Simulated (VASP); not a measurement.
# F2 in VASP: single point with PBEsol

Aim: the single point of F2 with PBEsol.

Program: VASP 6.6.1. These are calculated values, not measurements. Logs are shortened: lines on timing, memory, paths and dates and some standing lists are left out, and cuts for length are marked.

### Step 1. The cell of the first run

The cell holds a molecule in a box, 2 atoms: a = 9.000 Å, b = 9.500 Å, c = 10.000 Å, α = 90.00°, β = 90.00°, γ = 90.00°.

### Step 2. Single point, PBEsol

Input file INCAR:

```
ALGO = Normal
EDIFF = 1E-6
ENCUT = 1010
GGA = PS
GGA_COMPAT = False
ISIF = 2
ISMEAR = 0
LASPH = True
LCHARG = False
LREAL = False
LWAVE = False
NBANDS = 14
NELM = 120
NELMDL = -8
PREC = Accurate
SIGMA = 0.05
```

Input file KPOINTS:

```
k-points
0
Gamma
  1 1 1
```

Input file POSCAR:

```
F
1.0
    9.0000000000      0.0000000000      0.0000000000
    0.0000000000      9.5000000000      0.0000000000
    0.0000000000      0.0000000000     10.0000000000
F
2
Direct
    0.5000000000      0.5000000000      0.4300891195
    0.5000000000      0.5000000000      0.5699108805
```

Potentials or basis: VASP PAW PBE potentials, release 64 (F_h).

Started as:

```console
> cat potpaw_PBE.64/F_h/POTCAR > POTCAR
> mpirun -np 1 vasp_gam > vasp.out
```

OUTCAR:

```text
EDIFF = 1E-6
   ENCUT = 1010
   GGA = PS
   ISIF = 2
   ISMEAR = 0
   LASPH = True
   LREAL = False
   NELM = 120
   NELMDL = -8
   PREC = Accurate

 ion  position               nearest neighbor table
   1  0.500  0.500  0.430-   2 1.40
   2  0.500  0.500  0.570-   1 1.40

  LATTYP: Found a simple orthorhombic cell.
 ALAT       =     9.0000000000
 B/A-ratio  =     1.0555555556
 C/A-ratio  =     1.1111111111

  Lattice vectors:

 A1 = (   9.0000000000,   0.0000000000,   0.0000000000)
 A2 = (   0.0000000000,   9.5000000000,   0.0000000000)
 A3 = (   0.0000000000,   0.0000000000,  10.0000000000)

Analysis of symmetry for initial positions (statically):
=====================================================================
 Subroutine PRICEL returns:
 Original cell was already a primitive cell.

 Routine SETGRP: Setting up the symmetry group for a
 simple orthorhombic supercell.

 Subroutine GETGRP returns: Found  8 space group operations
 (whereof  8 operations were pure point group operations)
 out of a pool of  8 trial point group operations.

The static configuration has the point symmetry D_2h.

Analysis of symmetry for dynamics (positions and initial velocities):
=====================================================================
 Subroutine PRICEL returns:
 Original cell was already a primitive cell.

 Routine SETGRP: Setting up the symmetry group for a
 simple orthorhombic supercell.

 Subroutine GETGRP returns: Found  8 space group operations
 (whereof  8 operations were pure point group operations)
 out of a pool of  8 trial point group operations.

The dynamic configuration has the point symmetry D_2h.

 Subroutine INISYM returns: Found  8 space group operations
 (whereof  8 operations are pure point group operations),
 and found     1 'primitive' translations

----------------------------------------------------------------------------------------

                                     Primitive cell

  volume of cell :     855.0000

  direct lattice vectors                    reciprocal lattice vectors
     9.000000000  0.000000000  0.000000000     0.111111111  0.000000000  0.000000000
     0.000000000  9.500000000  0.000000000     0.000000000  0.105263158  0.000000000
     0.000000000  0.000000000 10.000000000     0.000000000  0.000000000  0.100000000

  length of vectors
     9.000000000  9.500000000 10.000000000     0.111111111  0.105263158  0.100000000

  position of ions in fractional coordinates (direct lattice)
     0.500000000  0.500000000  0.430089120
     0.500000000  0.500000000  0.569910880

  ion indices of the primitive-cell ions
   primitive index   ion index
                 1           1
                 2           2

----------------------------------------------------------------------------------------

 KPOINTS: k-points

Automatic generation of k-mesh.
 Grid dimensions read from file:
 generate k-points for:    1    1    1

 Generating k-lattice:

  Cartesian coordinates                     Fractional coordinates (reciprocal lattice)
     0.111111111  0.000000000  0.000000000     1.000000000  0.000000000  0.000000000
     0.000000000  0.105263158  0.000000000     0.000000000  1.000000000  0.000000000
     0.000000000  0.000000000  0.100000000     0.000000000  0.000000000  1.000000000

  Length of vectors
     0.111111111  0.105263158  0.100000000

  Shift w.r.t. Gamma in fractional coordinates (k-lattice)
     0.000000000  0.000000000  0.000000000

 Subroutine IBZKPT returns following result:
 ===========================================

 Found      1 irreducible k-points:

 Following reciprocal coordinates:
            Coordinates               Weight
  0.000000  0.000000  0.000000      1.000000
   k-points           NKPTS =      1   k-points in BZ     NKDIM =      1   number of bands    NBANDS=     14
   number of dos      NEDOS =    301   number of ions     NIONS =      2
   total plane-waves  NPLWV = ******
   dimension x,y,z NGX =    96 NGY =   98 NGZ =  108
   dimension x,y,z NGXF=   192 NGYF=  196 NGZF=  216
   ions per type =               2
   NGX,Y,Z   is equivalent  to a cutoff of  17.73, 17.15, 17.95 a.u.
   NGXF,Y,Z  is equivalent  to a cutoff of  35.47, 34.30, 35.91 a.u.
 SYSTEM =  unknown system
   PREC   = accura    normal or accurate (medium, high low for compatibility)
   ISTART =      0    job   : 0-new  1-cont  2-samecut
   ICHARG =      2    charge: 1-file 2-atom 10-const
   ISPIN  =      1    spin polarized calculation?
   LNONCOLLINEAR =      F non collinear calculations
   LSORBIT =      F    spin-orbit coupling
   LASPH  =      T    aspherical Exc in radial PAW
   ENCUT  = 1010.0 eV  74.23 Ry    8.62 a.u.  23.32 24.62 25.91*2*pi/ulx,y,z
   NELM   =    120;   NELMIN=  2; NELMDL= -8     # of ELM steps
   EDIFF  = 0.1E-05   stopping-criterion for ELM
   LREAL  =      F    real-space projection
   EDIFFG = 0.1E-04   stopping-criterion for IOM
   NSW    =      0    number of steps for IOM
   IBRION =     -1    ionic relax: 0-MD 1-quasi-New 2-CG
   NFREE  =      0    steps in history (QN), initial steepest desc. (CG)
   ISIF   =      2    stress and relaxation
   ISYM   =      2    0-nonsym 1-usesym 2-fastsym
   POTIM  = 0.5000    time-step for ionic-motion
   TEBEG  =    0.0;   TEEND  =   0.0 temperature during run
   PSTRESS=    0.0 pullay stress
   NELECT =      14.0000    total number of electrons
   NUPDOWN=      -1.0000    fix difference up-down
   EMIN   =  10.00;   EMAX   =-10.00  energy-range for DOS
   EFERMI =   0.00;   METHOD = LEGACY
   ISMEAR =     0;   SIGMA  =   0.05  broadening in eV -4-tet -1-fermi 0-gaus
   EFERMI_NEDOS =   21; number of points for ismear=-14 and -15
   IALGO  =     38    algorithm
   IMIX   =      4    mixing-type and parameters
     AMIX     =   0.40;   BMIX     =  1.00
     AMIX_MAG =   1.60;   BMIX_MAG =  1.00
  volume/ion in A,a.u.               =     427.50      2884.91
  Fermi-wavevector in a.u.,A,eV,Ry     =   0.415715  0.785587  2.351342  0.172819
  Thomas-Fermi vector in A             =   1.374838
   LORBIT       =      0    0 simple, 1 ext, 2 COOP (PROOUT), +10 PAW based schemes
   GGA     = PS    functional components
   LHFCALC =     F    Hartree Fock is set to
   AEXX    =    0.0000 exact exchange contribution
   IVDW    =     0    specifies the selected vdW correction
   LEPSILON=     F    determine dielectric tensor
   LRPA    =     F    only Hartree local field effects (RPA)
 non-spin polarized calculation
 Gauss-broadening in eV      SIGMA  =   0.05
  energy-cutoff  :     1010.00
  volume of cell :      855.00
 maximum number of plane-waves:     31153
 NGX is ok and might be reduce to    96
   NGX = 47   NGY = 49   NGZ = 51

 number of electron      13.9999997 magnetization

 Free energy of the ion-electron system (eV)
  ---------------------------------------------------
  ext. energy  EPLUGINS =         0.00000000
  ---------------------------------------------------
  free energy    TOTEN  =        -3.95559207 eV

  energy without entropy =       -3.95559207  energy(sigma->0) =       -3.95559207

 E-fermi :  -8.8710     XC(G=0):  -0.5993

 val. band max:       -9.1472784739   @ k =   0.0000   0.0000   0.0000
 cond. band min:      -5.4123970380   @ k =   0.0000   0.0000   0.0000
 fundamental gap:      3.7348814359
 Fermi energy:        -8.8709681595

 k-point     1 :       0.0000    0.0000    0.0000
  band No.  band energies     occupation
      1     -33.9418      2.00000
      2     -27.2861      2.00000
      3     -15.3357      2.00000
      4     -12.7081      2.00000
      5     -12.7081      2.00000
      6      -9.1473      2.00000
      7      -9.1473      2.00000
      8      -5.4124      0.00000
      9      -0.2409      0.00000
     10       1.2514      0.00000
     11       1.3085      0.00000
     12       1.4103      0.00000
     13       1.5615      0.00000
     14       1.5798      0.00000

------------------------ aborting loop because EDIFF is reached ----------------------------------------

  FORCE on cell =-STRESS in cart. coord.  units (eV):
  Direction    XX          YY          ZZ          XY          YZ          ZX
  --------------------------------------------------------------------------------------
  -------------------------------------------------------------------------------------
  Total       -0.0351729     -0.0327961      0.0127109      0.0000000      0.0000000      0.0000000
  in kB       -0.0659102     -0.0614563      0.0238189      0.0000000      0.0000000      0.0000000
  external PRESSURE =      -0.0345159 kB  Pullay stress =       0.0000000 kB

 VOLUME and BASIS-vectors are now :
 -----------------------------------------------------------------------------
  energy-cutoff  :     1010.00
  volume of cell :      855.00
      direct lattice vectors                 reciprocal lattice vectors
     9.000000000  0.000000000  0.000000000     0.111111111  0.000000000  0.000000000
     0.000000000  9.500000000  0.000000000     0.000000000  0.105263158  0.000000000
     0.000000000  0.000000000 10.000000000     0.000000000  0.000000000  0.100000000

 POSITION                                       TOTAL-FORCE (eV/Angst)
 -----------------------------------------------------------------------------------
      4.50000      4.75000      4.30089         0.000000      0.000000     -0.030673
      4.50000      4.75000      5.69911         0.000000      0.000000      0.030673
 -----------------------------------------------------------------------------------
    total drift:                                0.000000      0.000000      0.000000

  FREE ENERGIE OF THE ION-ELECTRON SYSTEM (eV)
  ---------------------------------------------------
  free  energy   TOTEN  =        -3.9555920650 eV

  energy  without entropy=       -3.9555920650  energy(sigma->0) =       -3.95559207
```

Run time: 2.8 min. Hardware: 1 thread of Intel Xeon Platinum 8259CL at 2.50GHz (Skylake/Cascade Lake), shared host; peak memory 1.5 GiB.

What came out:

- Free energy: -3.9556 eV
- Largest force: 0.031 eV/Å
- Gap between the frontier levels: 3.73 eV

Forces on the atoms (eV/Å):
```
F    0.000  0.000 -0.031
F    0.000  0.000  0.031
```

Levels at points of the mesh, in eV from the valence-band top:
| k point | band 5 | band 6 | band 7 | band 8 | band 9 | band 10 |
| --- | --- | --- | --- | --- | --- | --- |
| (0.00, 0.00, 0.00) | -3.56 | 0.00 | 0.00 | 3.73 | 8.91 | 10.40 |

Caveat: the PAW data sets were made with another functional, which shifts forces and pressure a little.
